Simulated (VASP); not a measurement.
# TePb (Pnma) in VASP: single point with r2SCAN+rVV10

Aim: the single point of TePb with r2SCAN+rVV10.

Program: VASP 6.6.1. These are calculated values, not measurements. Logs are shortened: lines on timing, memory, paths and dates and some standing lists are left out, and cuts for length are marked.

## 1. The cell of the first run

The typed cell holds 8 atoms: a = 9.172 Å, b = 4.586 Å, c = 6.499 Å, α = 90.00°, β = 90.00°, γ = 90.00°.

## 2. Single point, r2SCAN+rVV10

POSCAR reads:

```
TePb
1.0
    9.1718242729      0.0000000000      0.0000000000
    0.0000000000      4.5856043394      0.0000000000
    0.0000000000      0.0000000000      6.4986712873
Te Pb
4 4
Direct
    0.1250091976      0.7500000000      0.2499582014
    0.6250091976      0.7500000000      0.2500417986
    0.3749908024      0.2500000000      0.7499582014
    0.8749908024      0.2500000000      0.7500417986
    0.1248015682      0.7500000000      0.7501311610
    0.6248015682      0.7500000000      0.7498688390
    0.3751984318      0.2500000000      0.2501311610
    0.8751984318      0.2500000000      0.2498688390
```

INCAR.step1 reads:

```
SYSTEM = TePb
ALGO = Normal
EDIFF = 1E-4
ENCUT = 520
GGA = PE
ISMEAR = -1
LASPH = .TRUE.
LCHARG = .FALSE.
LREAL = .FALSE.
LWAVE = .TRUE.
NBANDS = 50
NELM = 60
PREC = Accurate
SIGMA = 0.02
```

INCAR.step2 reads:

```
SYSTEM = TePb
ALGO = Normal
BPARAM = 11.95
CPARAM = 0.0093
EDIFF = 1E-6
ENCUT = 520
ISIF = 2
ISMEAR = -1
ISTART = 1
IVDW_NL = 2
LASPH = .TRUE.
LCHARG = .FALSE.
LMIXTAU = .TRUE.
LREAL = .FALSE.
LUSE_VDW = .TRUE.
LWAVE = .FALSE.
METAGGA = R2SCAN
NBANDS = 50
NELM = 60
PREC = Accurate
SIGMA = 0.02
```

KPOINTS reads:

```
k-points
0
G
  4 6 4
  0 0 0
```

Potentials or basis: VASP PAW PBE potentials, release 64 (Te, Pb_d).

The run is started by

```console
$ cat potpaw_PBE.64/Te/POTCAR potpaw_PBE.64/Pb_d/POTCAR > POTCAR
$ cp INCAR.step1 INCAR
$ mpirun -np 1 vasp_std > vasp.out
$ cp INCAR.step2 INCAR
$ mpirun -np 1 vasp_std > vasp.out
```

OUTCAR:

```text
SYSTEM = TePb
   BPARAM = 11.95
   EDIFF = 1E-6
   ENCUT = 520
   ISIF = 2
   ISMEAR = -1
   ISTART = 1
   IVDW_NL = 2
   LASPH = .TRUE.
   LREAL = .FALSE.
   METAGGA = R2SCAN
   NELM = 60
   PREC = Accurate

 ion  position               nearest neighbor table
   1  0.125  0.750  0.250-   8 3.24   8 3.24   7 3.24   7 3.24   5 3.25   5 3.25
   2  0.625  0.750  0.250-   7 3.24   7 3.24   8 3.24   8 3.24   6 3.25   6 3.25
   3  0.375  0.250  0.750-   6 3.24   6 3.24   5 3.24   5 3.24   7 3.25   7 3.25
   4  0.875  0.250  0.750-   5 3.24   5 3.24   6 3.24   6 3.24   8 3.25   8 3.25
   5  0.125  0.750  0.750-   4 3.24   4 3.24   3 3.24   3 3.24   1 3.25   1 3.25
   6  0.625  0.750  0.750-   3 3.24   3 3.24   4 3.24   4 3.24   2 3.25   2 3.25
   7  0.375  0.250  0.250-   2 3.24   2 3.24   1 3.24   1 3.24   3 3.25   3 3.25
   8  0.875  0.250  0.250-   1 3.24   1 3.24   2 3.24   2 3.24   4 3.25   4 3.25

  LATTYP: Found a simple orthorhombic cell.
 ALAT       =     4.5856043394
 B/A-ratio  =     1.4171897107
 C/A-ratio  =     2.0001342449

  Lattice vectors:

 A1 = (   0.0000000000,   4.5856043394,   0.0000000000)
 A2 = (   0.0000000000,   0.0000000000,   6.4986712873)
 A3 = (   9.1718242729,   0.0000000000,   0.0000000000)

Analysis of symmetry for initial positions (statically):
=====================================================================
 Subroutine PRICEL returns:
 Original cell was already a primitive cell.

 Routine SETGRP: Setting up the symmetry group for a
 simple orthorhombic supercell.

 Subroutine GETGRP returns: Found  8 space group operations
 (whereof  2 operations were pure point group operations)
 out of a pool of  8 trial point group operations.

The static configuration has the point symmetry S_2 .
 The point group associated with its full space group is D_2h.

Analysis of symmetry for dynamics (positions and initial velocities):
=====================================================================
 Subroutine PRICEL returns:
 Original cell was already a primitive cell.

 Routine SETGRP: Setting up the symmetry group for a
 simple orthorhombic supercell.

 Subroutine GETGRP returns: Found  8 space group operations
 (whereof  2 operations were pure point group operations)
 out of a pool of  8 trial point group operations.

The dynamic configuration has the point symmetry S_2 .
 The point group associated with its full space group is D_2h.

 Subroutine INISYM returns: Found  8 space group operations
 (whereof  2 operations are pure point group operations),
 and found     1 'primitive' translations

----------------------------------------------------------------------------------------

                                     Primitive cell

  volume of cell :     273.3234

  direct lattice vectors                    reciprocal lattice vectors
     9.171824273  0.000000000  0.000000000     0.109029564  0.000000000  0.000000000
     0.000000000  4.585604339  0.000000000     0.000000000  0.218073764  0.000000000
     0.000000000  0.000000000  6.498671287     0.000000000  0.000000000  0.153877609

  length of vectors
     9.171824273  4.585604339  6.498671287     0.109029564  0.218073764  0.153877609

  position of ions in fractional coordinates (direct lattice)
     0.125009198  0.750000000  0.249958201
     0.625009198  0.750000000  0.250041799
     0.374990802  0.250000000  0.749958201
     0.874990802  0.250000000  0.750041799
     0.124801568  0.750000000  0.750131161
     0.624801568  0.750000000  0.749868839
     0.375198432  0.250000000  0.250131161
     0.875198432  0.250000000  0.249868839

  ion indices of the primitive-cell ions
   primitive index   ion index
                 1           1
                 2           2
                 3           3
                 4           4
                 5           5
                 6           6
                 7           7
                 8           8

----------------------------------------------------------------------------------------

 KPOINTS: k-points

Automatic generation of k-mesh.
 Grid dimensions read from file:
 generate k-points for:    4    6    4

 Generating k-lattice:

  Cartesian coordinates                     Fractional coordinates (reciprocal lattice)
     0.027257391  0.000000000  0.000000000     0.250000000  0.000000000  0.000000000
     0.000000000  0.036345627  0.000000000     0.000000000  0.166666667  0.000000000
     0.000000000  0.000000000  0.038469402     0.000000000  0.000000000  0.250000000

  Length of vectors
     0.027257391  0.036345627  0.038469402

  Shift w.r.t. Gamma in fractional coordinates (k-lattice)
     0.000000000  0.000000000  0.000000000

 Subroutine IBZKPT returns following result:
 ===========================================

 Found     36 irreducible k-points:

 Following reciprocal coordinates:
            Coordinates               Weight
  0.000000  0.000000  0.000000      1.000000
  0.250000  0.000000  0.000000      2.000000
  0.500000  0.000000  0.000000      1.000000
  0.000000  0.166667  0.000000      2.000000
  0.250000  0.166667  0.000000      4.000000
  0.500000  0.166667  0.000000      2.000000
[... 16 lines left out ...]
  0.250000  0.500000  0.250000      4.000000
  0.500000  0.500000  0.250000      2.000000
 [... further k-points ...]
   k-points           NKPTS =     36   k-points in BZ     NKDIM =     36   number of bands    NBANDS=     50
   number of dos      NEDOS =    301   number of ions     NIONS =      8
   total plane-waves  NPLWV = 120960
   dimension x,y,z NGX =    70 NGY =   36 NGZ =   48
   dimension x,y,z NGXF=   140 NGYF=   72 NGZF=   96
   ions per type =               4   4
   NGX,Y,Z   is equivalent  to a cutoff of  12.69, 13.05, 12.28 a.u.
   NGXF,Y,Z  is equivalent  to a cutoff of  25.38, 26.10, 24.56 a.u.
 SYSTEM =  TePb
   PREC   = accura    normal or accurate (medium, high low for compatibility)
   ISTART =      1    job   : 0-new  1-cont  2-samecut
   ICHARG =      0    charge: 1-file 2-atom 10-const
   ISPIN  =      1    spin polarized calculation?
   LNONCOLLINEAR =      F non collinear calculations
   LSORBIT =      F    spin-orbit coupling
   LASPH  =      T    aspherical Exc in radial PAW
   ENCUT  =  520.0 eV  38.22 Ry    6.18 a.u.  17.05  8.53 12.08*2*pi/ulx,y,z
   NELM   =     60;   NELMIN=  2; NELMDL=  0     # of ELM steps
   EDIFF  = 0.1E-05   stopping-criterion for ELM
   LREAL  =      F    real-space projection
   EDIFFG = 0.1E-04   stopping-criterion for IOM
   NSW    =      0    number of steps for IOM
   IBRION =     -1    ionic relax: 0-MD 1-quasi-New 2-CG
   NFREE  =      0    steps in history (QN), initial steepest desc. (CG)
   ISIF   =      2    stress and relaxation
   ISYM   =      2    0-nonsym 1-usesym 2-fastsym
   POTIM  = 0.5000    time-step for ionic-motion
   TEBEG  =    0.0;   TEEND  =   0.0 temperature during run
   PSTRESS=    0.0 pullay stress
   NELECT =      80.0000    total number of electrons
   NUPDOWN=      -1.0000    fix difference up-down
   EMIN   =  10.00;   EMAX   =-10.00  energy-range for DOS
   EFERMI =   0.00;   METHOD = LEGACY
   ISMEAR =    -1;   SIGMA  =   0.02  broadening in eV -4-tet -1-fermi 0-gaus
   EFERMI_NEDOS =   21; number of points for ismear=-14 and -15
   IALGO  =     38    algorithm
   IMIX   =      4    mixing-type and parameters
     AMIX     =   0.40;   BMIX     =  1.00
     AMIX_MAG =   1.60;   BMIX_MAG =  1.00
  volume/ion in A,a.u.               =      34.17       230.56
  Fermi-wavevector in a.u.,A,eV,Ry     =   1.086957  2.054052 16.074963  1.181476
  Thomas-Fermi vector in A             =   2.223106
   LORBIT       =      0    0 simple, 1 ext, 2 COOP (PROOUT), +10 PAW based schemes
   METAGGA = R2SCAN    functional components
   LHFCALC =     F    Hartree Fock is set to
   AEXX    =    0.0000 exact exchange contribution
   IVDW_NL    =     2    kernel type
   BPARAM     =11.9500
   IVDW    =     0    specifies the selected vdW correction
   LEPSILON=     F    determine dielectric tensor
   LRPA    =     F    only Hartree local field effects (RPA)
 non-spin polarized calculation
  energy-cutoff  :      520.00
  volume of cell :      273.32
 maximum number of plane-waves:      7412
 NGX is ok and might be reduce to    70
   NGX = 35   NGY = 17   NGZ = 25

 number of electron      80.0000019 magnetization

 Free energy of the ion-electron system (eV)
  ---------------------------------------------------
  ext. energy  EPLUGINS =         0.00000000
  ---------------------------------------------------
  free energy    TOTEN  =      -328.56517869 eV

  energy without entropy =     -328.56517869  energy(sigma->0) =     -328.56517869

 E-fermi :   5.7969     XC(G=0):  -9.8037

 val. band max:        5.3279169286   @ k =   0.0000   0.0000   0.5000
 cond. band min:       6.3455662369   @ k =   0.0000   0.5000   0.5000
 fundamental gap:      1.0176493083
 Fermi energy:         5.7968722364

 k-point     1 :       0.0000    0.0000    0.0000
  band No.  band energies     occupation
      1     -12.0570      2.00000
      2     -12.0118      2.00000
      3     -12.0116      2.00000
      4     -12.0015      2.00000
      5     -12.0015      2.00000
      6     -11.9917      2.00000
[... 42 lines left out ...]
     49      10.2491      0.00000
     50      10.2511      0.00000

 k-point     2 :       0.2500    0.0000    0.0000
  band No.  band energies     occupation
      1     -12.0523      2.00000
      2     -12.0254      2.00000
      3     -12.0013      2.00000
      4     -12.0010      2.00000
      5     -11.9969      2.00000
      6     -11.9921      2.00000
[... 42 lines left out ...]
     49       9.8072      0.00000
     50      10.5184      0.00000

 k-point     3 :       0.5000    0.0000    0.0000
  band No.  band energies     occupation
      1     -12.0403      2.00000
      2     -12.0403      2.00000
      3     -11.9966      2.00000
      4     -11.9966      2.00000
      5     -11.9949      2.00000
      6     -11.9949      2.00000
[... 1102 lines left out ...]
     49       9.7414      0.00000
     50       9.7414      0.00000

 k-point    24 :       0.5000    0.5000    0.2500
  band No.  band energies     occupation
      1     -12.0298      2.00000
      2     -12.0298      2.00000
      3     -12.0298      2.00000
      4     -12.0298      2.00000
      5     -11.9927      2.00000
      6     -11.9927      2.00000
[... 42 lines left out ...]
     49      10.1202      0.00000
     50      10.1202      0.00000

 [... further k-points ...]

------------------------ aborting loop because EDIFF is reached ----------------------------------------

  FORCE on cell =-STRESS in cart. coord.  units (eV):
  Direction    XX          YY          ZZ          XY          YZ          ZX
  --------------------------------------------------------------------------------------
  -------------------------------------------------------------------------------------
  Total        0.2794200      0.2790396      0.2792702      0.0000000      0.0000000      0.0000000
  in kB        1.6379141      1.6356846      1.6370362      0.0000000      0.0000000      0.0000000
  external PRESSURE =       1.6368783 kB  Pullay stress =       0.0000000 kB

 VOLUME and BASIS-vectors are now :
 -----------------------------------------------------------------------------
  energy-cutoff  :      520.00
  volume of cell :      273.32
      direct lattice vectors                 reciprocal lattice vectors
     9.171824273  0.000000000  0.000000000     0.109029564  0.000000000  0.000000000
     0.000000000  4.585604339  0.000000000     0.000000000  0.218073764  0.000000000
     0.000000000  0.000000000  6.498671287     0.000000000  0.000000000  0.153877609

 POSITION                                       TOTAL-FORCE (eV/Angst)
 -----------------------------------------------------------------------------------
      1.14656      3.43920      1.62440         0.001239      0.000000      0.001269
      5.73247      3.43920      1.62494         0.001239      0.000000     -0.001269
      3.43935      1.14640      4.87373        -0.001239     -0.000000      0.001269
      8.02526      1.14640      4.87428        -0.001239      0.000000     -0.001269
      1.14466      3.43920      4.87486         0.001495     -0.000000     -0.001333
      5.73057      3.43920      4.87315         0.001495     -0.000000      0.001333
      3.44125      1.14640      1.62552        -0.001495      0.000000     -0.001333
      8.02717      1.14640      1.62382        -0.001495      0.000000      0.001333
 -----------------------------------------------------------------------------------
    total drift:                                0.000000      0.000000     -0.000000

  FREE ENERGIE OF THE ION-ELECTRON SYSTEM (eV)
  ---------------------------------------------------
  free  energy   TOTEN  =      -328.5651786857 eV

  energy  without entropy=     -328.5651786857  energy(sigma->0) =     -328.56517869
```

Wall time 41 min (1 thread of Oxide Virtual Turin-like, shared host); peak memory 1 GiB.

What came out:

```yaml
Free_energy: -328.5652 eV
Pressure: 0.2 GPa
Band_gap_on_the_k_mesh: 1.02 eV
```

Forces on the atoms (eV/Å):
```
Te   0.001  0.000  0.001
Te   0.001  0.000 -0.001
Te  -0.001  0.000  0.001
Te  -0.001  0.000 -0.001
Pb   0.001  0.000 -0.001
Pb   0.001  0.000  0.001
Pb  -0.001  0.000 -0.001
Pb  -0.001  0.000  0.001
```

Levels at points of the mesh, in eV from the valence-band top:
```tsv
k point	band 36	band 37	band 38	band 39	band 40	band 41	band 42	band 43	band 44	band 45
(0.00, 0.00, 0.00)	-1.43	-1.15	-1.15	-0.61	-0.61	1.91	1.91	1.93	1.94	3.59
(0.50, 0.00, 0.00)	-1.97	-1.06	-1.06	-0.58	-0.58	2.41	2.41	2.60	2.60	3.84
(0.00, 0.50, 0.00)	-2.89	-1.15	-1.15	-0.61	-0.61	1.91	1.91	1.93	1.93	3.58
(0.50, 0.50, 0.00)	-3.04	-1.75	-1.75	-1.75	-1.75	3.51	3.51	3.51	3.51	4.34
(0.00, 0.00, 0.50)	-0.98	-0.97	-0.97	0.00	0.00	1.02	1.02	1.43	1.43	1.44
(0.50, 0.00, 0.50)	-1.64	-0.96	-0.96	-0.96	-0.96	2.04	2.04	2.04	2.04	2.96
(0.00, 0.50, 0.50)	-0.97	-0.43	-0.43	0.00	0.00	1.02	1.02	1.43	1.43	1.44
(0.50, 0.50, 0.50)	-2.63	-0.53	-0.53	-0.53	-0.53	1.54	1.54	1.54	1.54	3.82
```

Caveat: the PAW data sets were made with another functional, which shifts forces and pressure a little; spin-orbit coupling is left out, which moves the levels of the heavy elements. A k mesh can miss the band edges.
